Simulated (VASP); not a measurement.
# Ge3AsN (Pm-3m) in VASP: a series of runs

Ge3AsN is run at these levels: PBE; tasks: single point, relaxation of cell and atoms.

Everything below comes from runs of VASP 6.6.1. Logs are shortened: lines on timing, memory, paths and dates and some standing lists are left out, and cuts for length are marked.

## Step 1: The cell of the first run

Symmetry: Pm-3m, No. 221, cubic system. The conventional cell has a = 4.451 Å, b = 4.451 Å, c = 4.451 Å, α = 90.00°, β = 90.00°, γ = 90.00°. Ge (site symmetry 4/mmm) has 2 N at 2.23 Å within 2.9 Å. Within 4.1 Å of As (site symmetry m-3m) lie 12 Ge at 3.15 Å and 8 N at 3.85 Å. Within 2.9 Å of N (site symmetry m-3m) lie 6 Ge at 2.23 Å.

## Step 2: Single point, PBE

INCAR reads:

```
ALGO = Normal ; EDIFF = 1E-6
ENCUT = 520 ; GGA = PE
ISIF = 2 ; ISMEAR = 0
LASPH = T ; LCHARG = F
LREAL = F ; LWAVE = F
NBANDS = 34 ; NELM = 80
PREC = Accurate ; SIGMA = 0.1
```

KPOINTS reads:

```
k-points
0
Gamma
  8 8 8
```

POSCAR reads:

```
Ge3AsN
1.0
    4.4512676783      0.0000000000      0.0000000000
    0.0000000000      4.4512676783      0.0000000000
    0.0000000000      0.0000000000      4.4512676783
Ge As N
3 1 1
Direct
    0.0000000000      0.5000000000      0.5000000000
    0.5000000000      0.0000000000      0.5000000000
    0.5000000000      0.5000000000      0.0000000000
    0.0000000000      0.0000000000      0.0000000000
    0.5000000000      0.5000000000      0.5000000000
```

Potentials or basis: VASP PAW PBE potentials, release 64 (Ge_d, As, N).

Run with:

```console
$ cat potpaw_PBE.64/Ge_d/POTCAR potpaw_PBE.64/As/POTCAR potpaw_PBE.64/N/POTCAR > POTCAR
$ mpirun -np 1 vasp_std > vasp.out
```

OUTCAR:

```text
EDIFF = 1E-6
   ENCUT = 520
   GGA = PE
   ISIF = 2
   ISMEAR = 0
   LASPH = T
   LREAL = F
   NELM = 80
   PREC = Accurate

 ion  position               nearest neighbor table
   1  0.000  0.500  0.500-   5 2.23   5 2.23
   2  0.500  0.000  0.500-   5 2.23   5 2.23
   3  0.500  0.500  0.000-   5 2.23   5 2.23
   4  0.000  0.000  0.000-
   5  0.500  0.500  0.500-   1 2.23   2 2.23   3 2.23   3 2.23   2 2.23   1 2.23

  LATTYP: Found a simple cubic cell.
 ALAT       =     4.4512676783

  Lattice vectors:

 A1 = (   4.4512676783,   0.0000000000,   0.0000000000)
 A2 = (   0.0000000000,   4.4512676783,   0.0000000000)
 A3 = (   0.0000000000,   0.0000000000,   4.4512676783)

Analysis of symmetry for initial positions (statically):
=====================================================================
 Subroutine PRICEL returns:
 Original cell was already a primitive cell.

 Routine SETGRP: Setting up the symmetry group for a
 simple cubic supercell.

 Subroutine GETGRP returns: Found 48 space group operations
 (whereof 48 operations were pure point group operations)
 out of a pool of 48 trial point group operations.

The static configuration has the point symmetry O_h .

Analysis of symmetry for dynamics (positions and initial velocities):
=====================================================================
 Subroutine PRICEL returns:
 Original cell was already a primitive cell.

 Routine SETGRP: Setting up the symmetry group for a
 simple cubic supercell.

 Subroutine GETGRP returns: Found 48 space group operations
 (whereof 48 operations were pure point group operations)
 out of a pool of 48 trial point group operations.

The dynamic configuration has the point symmetry O_h .

 Subroutine INISYM returns: Found 48 space group operations
 (whereof 48 operations are pure point group operations),
 and found     1 'primitive' translations

----------------------------------------------------------------------------------------

                                     Primitive cell

  volume of cell :      88.1965

  direct lattice vectors                    reciprocal lattice vectors
     4.451267678  0.000000000  0.000000000     0.224655103  0.000000000  0.000000000
     0.000000000  4.451267678  0.000000000     0.000000000  0.224655103  0.000000000
     0.000000000  0.000000000  4.451267678     0.000000000  0.000000000  0.224655103

  length of vectors
     4.451267678  4.451267678  4.451267678     0.224655103  0.224655103  0.224655103
[... 89 lines left out ...]
   EDIFFG = 0.1E-04   stopping-criterion for IOM
   NSW    =      0    number of steps for IOM
   IBRION =     -1    ionic relax: 0-MD 1-quasi-New 2-CG
   NFREE  =      0    steps in history (QN), initial steepest desc. (CG)
   ISIF   =      2    stress and relaxation
   ISYM   =      2    0-nonsym 1-usesym 2-fastsym
   POTIM  = 0.5000    time-step for ionic-motion
   TEBEG  =    0.0;   TEEND  =   0.0 temperature during run
   PSTRESS=    0.0 pullay stress
   NELECT =      52.0000    total number of electrons
   NUPDOWN=      -1.0000    fix difference up-down
   EMIN   =  10.00;   EMAX   =-10.00  energy-range for DOS
   EFERMI =   0.00;   METHOD = LEGACY
   ISMEAR =     0;   SIGMA  =   0.10  broadening in eV -4-tet -1-fermi 0-gaus
   EFERMI_NEDOS =   21; number of points for ismear=-14 and -15
   IALGO  =     38    algorithm
   IMIX   =      4    mixing-type and parameters
     AMIX     =   0.40;   BMIX     =  1.00
     AMIX_MAG =   1.60;   BMIX_MAG =  1.00
  volume/ion in A,a.u.               =      17.64       119.04
  Fermi-wavevector in a.u.,A,eV,Ry     =   1.372752  2.594126 25.639490  1.884449
  Thomas-Fermi vector in A             =   2.498331
   LORBIT       =      0    0 simple, 1 ext, 2 COOP (PROOUT), +10 PAW based schemes
   GGA     = PE    functional components
   LHFCALC =     F    Hartree Fock is set to
   AEXX    =    0.0000 exact exchange contribution
   IVDW    =     0    specifies the selected vdW correction
   LEPSILON=     F    determine dielectric tensor
   LRPA    =     F    only Hartree local field effects (RPA)
 non-spin polarized calculation
 Gauss-broadening in eV      SIGMA  =   0.10
  energy-cutoff  :      520.00
  volume of cell :       88.20
 maximum number of plane-waves:      2392
 NGX is ok and might be reduce to    36
   NGX = 17   NGY = 17   NGZ = 17

 number of electron      51.9999990 magnetization

 Free energy of the ion-electron system (eV)
  ---------------------------------------------------
  ext. energy  EPLUGINS =         0.00000000
  ---------------------------------------------------
  free energy    TOTEN  =       -23.45165030 eV

  energy without entropy =      -23.44179829  energy(sigma->0) =      -23.44672429

 E-fermi :   5.8963     XC(G=0): -10.8999

 val. band max:        5.8897292553   @ k =   0.5000   0.5000   0.1250
 cond. band min:       5.9552227321   @ k =   0.5000   0.1250   0.0000
 fundamental gap:      0.0654934768
 Fermi energy:         5.8962548155

 k-point     1 :       0.0000    0.0000    0.0000
  band No.  band energies     occupation
      1     -18.9241      2.00000
      2     -18.8784      2.00000
      3     -18.8784      2.00000
      4     -18.8784      2.00000
      5     -18.8675      2.00000
      6     -18.8675      2.00000
[... 877 lines left out ...]
     33      11.1279      0.00000
     34      11.3403      0.00000

 [... further k-points ...]

------------------------ aborting loop because EDIFF is reached ----------------------------------------

  FORCE on cell =-STRESS in cart. coord.  units (eV):
  Direction    XX          YY          ZZ          XY          YZ          ZX
  --------------------------------------------------------------------------------------
  -------------------------------------------------------------------------------------
  Total        0.0413794      0.0413794      0.0413794     -0.0000000     -0.0000000     -0.0000000
  in kB        0.7516976      0.7516976      0.7516976     -0.0000000     -0.0000000     -0.0000000
  external PRESSURE =       0.7516976 kB  Pullay stress =       0.0000000 kB

 VOLUME and BASIS-vectors are now :
 -----------------------------------------------------------------------------
  energy-cutoff  :      520.00
  volume of cell :       88.20
      direct lattice vectors                 reciprocal lattice vectors
     4.451267678  0.000000000  0.000000000     0.224655103  0.000000000  0.000000000
     0.000000000  4.451267678  0.000000000     0.000000000  0.224655103  0.000000000
     0.000000000  0.000000000  4.451267678     0.000000000  0.000000000  0.224655103

 POSITION                                       TOTAL-FORCE (eV/Angst)
 -----------------------------------------------------------------------------------
      0.00000      2.22563      2.22563         0.000000      0.000000      0.000000
      2.22563      0.00000      2.22563         0.000000      0.000000      0.000000
      2.22563      2.22563      0.00000         0.000000      0.000000      0.000000
      0.00000      0.00000      0.00000         0.000000      0.000000      0.000000
      2.22563      2.22563      2.22563         0.000000      0.000000      0.000000
 -----------------------------------------------------------------------------------
    total drift:                                0.000000      0.000000      0.000000

  FREE ENERGIE OF THE ION-ELECTRON SYSTEM (eV)
  ---------------------------------------------------
  free  energy   TOTEN  =       -23.4516502974 eV

  energy  without entropy=      -23.4417982910  energy(sigma->0) =      -23.44672429
```

OSZICAR:

```text
N       E                     dE             d eps       ncg     rms          rms(c)
DAV:   1     0.474519395872E+03    0.47452E+03   -0.25455E+04  2806   0.384E+03
DAV:   2     0.626517816764E+02   -0.41187E+03   -0.39766E+03  2380   0.809E+02
DAV:   3    -0.207175881080E+02   -0.83369E+02   -0.81629E+02  2808   0.202E+02
DAV:   4    -0.257769294154E+02   -0.50593E+01   -0.50120E+01  2790   0.549E+01
DAV:   5    -0.259026768270E+02   -0.12575E+00   -0.12550E+00  2780   0.955E+00    0.912E+00
DAV:   6    -0.240255040916E+02    0.18772E+01   -0.12596E+01  3268   0.214E+01    0.573E+00
DAV:   7    -0.234539271824E+02    0.57158E+00   -0.38235E+00  2600   0.776E+00    0.231E+00
DAV:   8    -0.234641176240E+02   -0.10190E-01   -0.45461E-01  2822   0.295E+00    0.109E+00
DAV:   9    -0.234579202933E+02    0.61973E-02   -0.63737E-02  3430   0.157E+00    0.576E-01
DAV:  10    -0.234519077046E+02    0.60126E-02   -0.37097E-02  2992   0.100E+00    0.184E-01
DAV:  11    -0.234516817128E+02    0.22599E-03   -0.62771E-03  2950   0.434E-01    0.820E-02
DAV:  12    -0.234516646697E+02    0.17043E-04   -0.61786E-04  2676   0.133E-01    0.388E-02
DAV:  13    -0.234516555029E+02    0.91667E-05   -0.24873E-04  3330   0.111E-01    0.292E-02
DAV:  14    -0.234516505648E+02    0.49381E-05   -0.46842E-05  2670   0.361E-02    0.124E-02
DAV:  15    -0.234516523212E+02   -0.17564E-05   -0.10711E-05  2194   0.183E-02    0.125E-02
DAV:  16    -0.234516504190E+02    0.19022E-05   -0.31879E-06  2356   0.851E-03    0.401E-03
DAV:  17    -0.234516502974E+02    0.12164E-06   -0.18840E-06  2146   0.557E-03
   1 F= -.23451650E+02 E0= -.23446724E+02  d E =-.985201E-02
```

It took 3.3 min on 1 thread of Oxide Virtual Turin-like, shared host; peak memory 0.22 GiB.

Results:

```
Free energy            : -23.4517 eV
Pressure               : 0.1 GPa
Band gap on the k mesh : zero (bands 26 and 27 overlap by 0.42 eV)
```

## Step 3: Single point, PBE

INCAR reads:

```
ALGO = Fast
EDIFF = 1E-7
ENCUT = 520
GGA = PE
ISIF = 2
ISMEAR = -1
LASPH = T
LCHARG = F
LREAL = F
LWAVE = F
NBANDS = 34
NELM = 60
PREC = Accurate
SIGMA = 0.15
```

KPOINTS is that of step 2.

POSCAR: that of step 2 with these lines changed.

```diff
@@ -2,5 +2,5 @@
 1.0
-    4.4512676783      0.0000000000      0.0000000000
-    0.0000000000      4.4512676783      0.0000000000
-    0.0000000000      0.0000000000      4.4512676783
+    4.4496594828      0.0000000000      0.0000000000
+    0.0000000000      4.4496594828      0.0000000000
+    0.0000000000      0.0000000000      4.4496594828
 Ge As N
```

Potentials or basis: VASP PAW PBE potentials, release 64 (Ge_d, As, N).

Run with:

```console
$ cat potpaw_PBE.64/Ge_d/POTCAR potpaw_PBE.64/As/POTCAR potpaw_PBE.64/N/POTCAR > POTCAR
$ mpirun -np 1 vasp_std > vasp.out
```

It took 3.8 min on 1 thread of Oxide Virtual Turin-like, shared host; peak memory 0.23 GiB.

It converged, with:

```
Free energy            : -23.5155 eV
Pressure               : 0.0 GPa
Band gap on the k mesh : zero (bands 26 and 27 overlap by 0.45 eV)
```

Levels at points of the mesh, in eV from the Fermi level:
| k point | band 23 | band 24 | band 25 | band 26 | band 27 | band 28 | band 29 | band 30 |
| --- | --- | --- | --- | --- | --- | --- | --- | --- |
| (0.00, 0.00, 0.00) | -5.34 | -1.72 | -1.72 | -1.72 | 2.22 | 2.22 | 2.22 | 4.86 |
| (0.50, 0.00, 0.00) | -2.46 | -2.46 | -0.19 | 0.13 | 0.93 | 1.41 | 1.41 | 2.35 |
| (0.50, 0.50, 0.00) | -2.31 | -1.75 | -1.12 | -0.07 | -0.07 | 0.58 | 0.58 | 2.95 |
| (0.50, 0.50, 0.50) | -5.14 | 0.18 | 0.18 | 0.18 | 2.03 | 4.14 | 4.14 | 4.14 |

## Step 4: Relaxation of cell and atoms, PBE

This run uses another cell than the first one, of 17.57 Å³/atom.

INCAR reads:

```
SYSTEM = Ge3AsN
ALGO = Fast ; EDIFF = 1E-6
EDIFFG = -0.005 ; ENCUT = 600
GGA = PE ; IBRION = 2
ISIF = 3 ; ISMEAR = 0
LASPH = .True. ; LCHARG = .False.
LREAL = .False. ; LWAVE = .False.
NELM = 60 ; NSW = 100
PREC = Accurate ; SIGMA = 0.1
```

KPOINTS reads:

```
k-points
0
Gamma
  8 8 8
  0 0 0
```

POSCAR: that of step 3 with these lines changed.

```diff
@@ -2,5 +2,5 @@
 1.0
-    4.4496594828      0.0000000000      0.0000000000
-    0.0000000000      4.4496594828      0.0000000000
-    0.0000000000      0.0000000000      4.4496594828
+    4.4458285770      0.0000000000      0.0000000000
+    0.0000000000      4.4458285770      0.0000000000
+    0.0000000000      0.0000000000      4.4458285770
 Ge As N
```

Potentials or basis: VASP PAW PBE potentials, release 64 (Ge_d, As, N).

Run with:

```console
$ cat potpaw_PBE.64/Ge_d/POTCAR potpaw_PBE.64/As/POTCAR potpaw_PBE.64/N/POTCAR > POTCAR
$ mpirun -np 1 vasp_std > vasp.out
```

OUTCAR:

```text
SYSTEM = Ge3AsN
   EDIFF = 1E-6
   EDIFFG = -0.005
   ENCUT = 600
   GGA = PE
   IBRION = 2
   ISIF = 3
   ISMEAR = 0
   LASPH = .True.
   LREAL = .False.
   NELM = 60
   NSW = 100
   PREC = Accurate

 ion  position               nearest neighbor table
   1  0.000  0.500  0.500-   5 2.22   5 2.22
   2  0.500  0.000  0.500-   5 2.22   5 2.22
   3  0.500  0.500  0.000-   5 2.22   5 2.22
   4  0.000  0.000  0.000-
   5  0.500  0.500  0.500-   1 2.22   2 2.22   3 2.22   3 2.22   2 2.22   1 2.22

  LATTYP: Found a simple cubic cell.
 ALAT       =     4.4458285770

  Lattice vectors:

 A1 = (   4.4458285770,   0.0000000000,   0.0000000000)
 A2 = (   0.0000000000,   4.4458285770,   0.0000000000)
 A3 = (   0.0000000000,   0.0000000000,   4.4458285770)

Analysis of symmetry for initial positions (statically):
=====================================================================
 Subroutine PRICEL returns:
 Original cell was already a primitive cell.

 Routine SETGRP: Setting up the symmetry group for a
 simple cubic supercell.

 Subroutine GETGRP returns: Found 48 space group operations
 (whereof 48 operations were pure point group operations)
 out of a pool of 48 trial point group operations.

The static configuration has the point symmetry O_h .

Analysis of symmetry for dynamics (positions and initial velocities):
=====================================================================
 Subroutine PRICEL returns:
 Original cell was already a primitive cell.

 Routine SETGRP: Setting up the symmetry group for a
 simple cubic supercell.

 Subroutine GETGRP returns: Found 48 space group operations
 (whereof 48 operations were pure point group operations)
 out of a pool of 48 trial point group operations.

The dynamic configuration has the point symmetry O_h .

 Subroutine INISYM returns: Found 48 space group operations
[... 128 lines left out ...]
   GGA     = PE    functional components
   LHFCALC =     F    Hartree Fock is set to
   AEXX    =    0.0000 exact exchange contribution
   IVDW    =     0    specifies the selected vdW correction
   LEPSILON=     F    determine dielectric tensor
   LRPA    =     F    only Hartree local field effects (RPA)
 conjugate gradient relaxation of ions
 non-spin polarized calculation
 RMM-DIIS sequential band-by-band and
 Gauss-broadening in eV      SIGMA  =   0.10
  energy-cutoff  :      600.00
  volume of cell :       87.87
 maximum number of plane-waves:      3016
 NGX is ok and might be reduce to    36
   NGX = 17   NGY = 17   NGZ = 17

--------------------------------------- Ionic step        1  -------------------------------------------

 number of electron      51.9999997 magnetization

 Free energy of the ion-electron system (eV)
  ---------------------------------------------------
  ext. energy  EPLUGINS =         0.00000000
  ---------------------------------------------------
  free energy    TOTEN  =       -23.45311763 eV

  energy without entropy =      -23.44328344  energy(sigma->0) =      -23.44820053

------------------------ aborting loop because EDIFF is reached ----------------------------------------

  FORCE on cell =-STRESS in cart. coord.  units (eV):
  Direction    XX          YY          ZZ          XY          YZ          ZX
  --------------------------------------------------------------------------------------
  -------------------------------------------------------------------------------------
  Total        0.1959825      0.1959825      0.1959825     -0.0000000     -0.0000000     -0.0000000
  in kB        3.5733022      3.5733022      3.5733022     -0.0000000     -0.0000000     -0.0000000
  external PRESSURE =       3.5733022 kB  Pullay stress =       0.0000000 kB
[... 65 lines left out ...]
--------------------------------------- Ionic step        3  -------------------------------------------

 number of electron      51.9999989 magnetization

 Free energy of the ion-electron system (eV)
  ---------------------------------------------------
  ext. energy  EPLUGINS =         0.00000000
  ---------------------------------------------------
  free energy    TOTEN  =       -23.45354285 eV

  energy without entropy =      -23.44369458  energy(sigma->0) =      -23.44861872

 E-fermi :   5.8902     XC(G=0): -10.8971

 val. band max:        5.8838756817   @ k =   0.5000   0.5000   0.1250
 cond. band min:       5.9491493794   @ k =   0.5000   0.1250   0.0000
 fundamental gap:      0.0652736977
 Fermi energy:         5.8902379806

 k-point     1 :       0.0000    0.0000    0.0000
  band No.  band energies     occupation
      1     -18.9299      2.00000
      2     -18.8844      2.00000
      3     -18.8844      2.00000
      4     -18.8844      2.00000
      5     -18.8736      2.00000
      6     -18.8736      2.00000
[... 805 lines left out ...]
     30       9.3195      0.00000
     31       9.7704      0.00000

 [... further k-points ...]

------------------------ aborting loop because EDIFF is reached ----------------------------------------

  FORCE on cell =-STRESS in cart. coord.  units (eV):
  Direction    XX          YY          ZZ          XY          YZ          ZX
  --------------------------------------------------------------------------------------
  -------------------------------------------------------------------------------------
  Total        0.0249660      0.0249660      0.0249660      0.0000000     -0.0000000     -0.0000000
  in kB        0.4532729      0.4532729      0.4532729      0.0000000     -0.0000000     -0.0000000
  external PRESSURE =       0.4532729 kB  Pullay stress =       0.0000000 kB
[... 20 lines left out ...]
  FREE ENERGIE OF THE ION-ELECTRON SYSTEM (eV)
  ---------------------------------------------------
  free  energy   TOTEN  =       -23.4535428543 eV

  energy  without entropy=      -23.4436945785  energy(sigma->0) =      -23.44861872

 reached required accuracy - stopping structural energy minimisation
```

CONTCAR:

```text
Ge3AsN
   1.00000000000000
     4.4521165488308645    0.0000000000000000   -0.0000000000000000
    -0.0000000000000000    4.4521165488308645    0.0000000000000000
     0.0000000000000000   -0.0000000000000000    4.4521165488308645
  Ge              As              N
     3     1     1
Direct
     0.0000000000000000    0.5000000000000000    0.5000000000000000
     0.5000000000000000    0.0000000000000000    0.5000000000000000
     0.5000000000000000    0.5000000000000000    0.0000000000000000
     0.0000000000000000    0.0000000000000000    0.0000000000000000
     0.5000000000000000    0.5000000000000000    0.5000000000000000

  0.00000000E+00  0.00000000E+00  0.00000000E+00
  0.00000000E+00  0.00000000E+00  0.00000000E+00
  0.00000000E+00  0.00000000E+00  0.00000000E+00
  0.00000000E+00  0.00000000E+00  0.00000000E+00
  0.00000000E+00  0.00000000E+00  0.00000000E+00
```

Wall time 7.2 min (1 thread of Oxide Virtual Turin-like, shared host); peak memory 0.25 GiB.

What came out:

```yaml
Free_energy: -23.4535 eV
Relaxed_volume: 17.65 Å³/atom
Relaxed_cell: a = 4.452 Å, b = 4.452 Å, c = 4.452 Å, α = 90.00°, β = 90.00°, γ = 90.00°
Space_group_after_relaxing_to_0.1_Å: Pm-3m (No. 221)
Energy_gained_by_relaxing: 0.1 meV/atom
Ionic_steps: 3
Pressure_after_relaxing: 0.0 GPa
Band_gap_on_the_k_mesh: zero (bands 26 and 27 overlap by 0.42 eV)
```

Step by step:
```
step  energy change (eV)  largest force (eV/Å)  pressure (GPa)  volume (Å³)
   1              0.0000                0.0000            0.36        87.87
   2             -0.0004                0.0000           -0.18        88.37
   3             -0.0004                0.0000            0.05        88.25
```

Final structure:
```xyz
5
Lattice="4.4521 0.0000 0.0000 0.0000 4.4521 0.0000 0.0000 0.0000 4.4521" Properties=species:S:1:pos:R:3 pbc="T T T"
Ge    0.0000    2.2261    2.2261
Ge    2.2261    0.0000    2.2261
Ge    2.2261    2.2261    0.0000
As    0.0000    0.0000    0.0000
N     2.2261    2.2261    2.2261
```

## Step 5: Overview

```tsv
task	cell	cutoff (eV)	smearing	gap on the mesh (eV)	pressure (GPa)
single point	a = 4.451 Å, 5 atoms	520	gaussian 0.1 eV	none	0.1
single point	a = 4.450 Å, 5 atoms	520	fermi-dirac 0.15 eV	none	0.0
relaxation of cell and atoms	relaxed from a = 4.446 Å, 5 atoms	600	gaussian 0.1 eV	none	0.0
```

Alike in all rows: level PBE; potentials or basis VASP PAW PBE potentials, release 64 (Ge_d, As, N); no spin polarisation; k mesh 8 × 8 × 8.

Absolute energies hang on the potentials; compare differences alone.

The gap in the log of VASP goes by the Fermi energy; the results here count the filled bands.